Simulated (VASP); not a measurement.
Input of a VASP 6.6.1 run:

File INCAR:

```
ALGO = Fast
EDIFF = 1E-7
ENCUT = 520
GGA = PE
ISIF = 2
ISMEAR = 0
LASPH = True
LCHARG = True
LELF = True
LREAL = False
LVHAR = True
LWAVE = False
NBANDS = 28
NELM = 60
PREC = Accurate
SIGMA = 0.1
```

Contents of KPOINTS:

```
k-points
0
Gamma
  18 18 6
```

POSCAR

```
Ti3Al
1.0
    2.9300104077      0.0000000000      0.0000000000
   -1.4650052039      2.5374634464      0.0000000000
    0.0000000000      0.0000000000      9.2320621953
Ti Al
3 1
Direct
    0.6666666667      0.3333333333      0.0000000000
    0.3333333333      0.6666666667      0.7504624218
    0.3333333333      0.6666666667      0.2495375782
    0.6666666667      0.3333333333      0.5000000000
```

Potentials or basis: VASP PAW PBE potentials, release 64 (Ti_sv, Al).

Run with:

```sh
$ cat potpaw_PBE.64/Ti_sv/POTCAR potpaw_PBE.64/Al/POTCAR > POTCAR
$ mpirun -np 1 vasp_std > vasp.out
```

Predict the pressure.

-0.2 GPa.

Predict the band gap on the k mesh.

zero (an odd number of electrons rules out a gap without spin polarisation).

What does it give for the largest force?

0.004 eV/Å.

Forces in eV/Å, atoms in the order of the input:
```
Ti   0.000  0.000  0.000
Ti   0.000  0.000  0.004
Ti   0.000  0.000 -0.004
Al   0.000  0.000  0.000
```
